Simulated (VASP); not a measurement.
C:

```
C
1.0
     2.12000    0.00000    0.00000
    -1.06000    1.83597    0.00000
     0.00000    0.00000    3.46196
C
2
Direct
  0.33333 0.66667 0.25000
  0.66667 0.33333 0.75000
```

* Program: VASP 6.6.1
* Task: relaxation of cell and atoms
* Functional: PBE
* Potentials or basis: VASP PAW PBE potentials, release 64 (C)
* Cutoff: 600 eV
* k mesh: 12 × 12 × 7
* Occupations: fermi-dirac, width 0.1 eV
* Spin: no spin polarisation

At the start: pressure 4.0 GPa; volume 6.74 Å³/atom.

Task: How do energy, volume and symmetry change on relaxing?

Result: Over 25 steps the energy falls by 1216.8 meV/atom and the volume is 6.05 Å³/atom (-10.2 %); space group P6_3/mmc (No. 194, to 0.05 Å).

The path:
| step | energy change (eV) | largest force (eV/Å) | pressure (GPa) | volume (Å³) |
| --- | --- | --- | --- | --- |
| 1 | 0.0000 | 0.0000 | 3.97 | 13.47 |
| 2 | -0.0221 | 0.0000 | -0.02 | 13.80 |
| 3 | -0.0276 | 0.0000 | -1.77 | 13.98 |
| 4 | -0.0322 | 0.0000 | -4.43 | 14.35 |
| 5 | -0.0471 | 0.0000 | -0.72 | 14.03 |
| 6 | -0.3768 | 0.0000 | 3.85 | 13.03 |
| 7 | -2.1414 | 0.0000 | 34.69 | 10.85 |
| 8 | 14.7491 | 0.0000 | 1225.64 | 5.72 |
| 9 | -1.8389 | 0.0000 | 50.12 | 10.66 |
| 10 | 0.9080 | 0.0000 | 237.11 | 8.31 |
| 11 | -2.1083 | 0.0000 | 64.44 | 10.25 |
| 12 | -2.1530 | 0.0000 | 55.80 | 10.41 |
| 13 | -2.1661 | 0.0000 | 50.92 | 10.50 |
| 14 | -2.2450 | 0.0000 | 40.81 | 10.74 |
| 15 | -2.3946 | 0.0000 | 15.43 | 11.48 |
| 16 | -2.3776 | 0.0000 | -17.83 | 13.06 |
| 17 | -2.4311 | 0.0000 | -3.31 | 12.23 |
| 18 | -2.4317 | 0.0000 | -1.52 | 12.15 |
| 19 | -2.4316 | 0.0000 | -0.77 | 12.12 |
| 20 | -2.4326 | 0.0000 | -0.32 | 12.10 |
| 21 | -2.4336 | 0.0000 | 0.62 | 12.07 |
| 22 | -2.4336 | 0.0000 | 0.78 | 12.07 |
| 23 | -2.4336 | 0.0000 | 0.81 | 12.07 |
| 24 | -2.4336 | 0.0000 | 0.48 | 12.08 |
| 25 | -2.4337 | 0.0000 | -0.04 | 12.11 |

Final structure:
```yaml
crystal:
  lattice:
    - [2.47219, 0.00000, 0.00000]
    - [-1.23610, 2.14098, 0.00000]
    - [0.00000, 0.00000, 2.28722]
  atoms:
    - { symbol: C, position: [0.33333, 0.66667, 0.25000] }
    - { symbol: C, position: [0.66667, 0.33333, 0.75000] }
```
